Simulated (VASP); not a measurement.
Input of a VASP 6.6.1 run:

The input INCAR:

```
ALGO = Normal
EDIFF = 1E-6
ENCUT = 520
GGA = CA
ISIF = 2
ISMEAR = 0
LASPH = True
LCHARG = False
LREAL = False
LWAVE = False
NBANDS = 29
NELM = 80
PREC = Accurate
SIGMA = 0.02
```

File KPOINTS:

```
k-points
0
Gamma
  6 6 6
```

POSCAR

```
CsCdCl3
1.0
    5.0099292074      0.0000000000      0.0000000000
    0.0000000000      5.0099292074      0.0000000000
    0.0000000000      0.0000000000      5.1842677464
Cs Cd Cl
1 1 3
Direct
    0.0000000000      0.0000000000      0.0000000000
    0.5000000000      0.5000000000      0.5000000000
    0.0000000000      0.5000000000      0.5000000000
    0.5000000000      0.0000000000      0.5000000000
    0.5000000000      0.5000000000      0.0000000000
```

Potentials or basis: VASP PAW LDA potentials, release 64 (Cs_sv, Cd, Cl).

Run with:

```bash
$ cat potpaw_LDA.64/Cs_sv/POTCAR potpaw_LDA.64/Cd/POTCAR potpaw_LDA.64/Cl/POTCAR > POTCAR
$ mpirun -np 1 vasp_std > vasp.out
```

(1) What does it give for the band gap on the k mesh?

(2) What does it give for the pressure?

Results:

(1) 1.57 eV (least direct gap 2.46 eV).

(2) 1.6 GPa.

Caveat: spin-orbit coupling is left out, which moves the levels of the heavy elements.
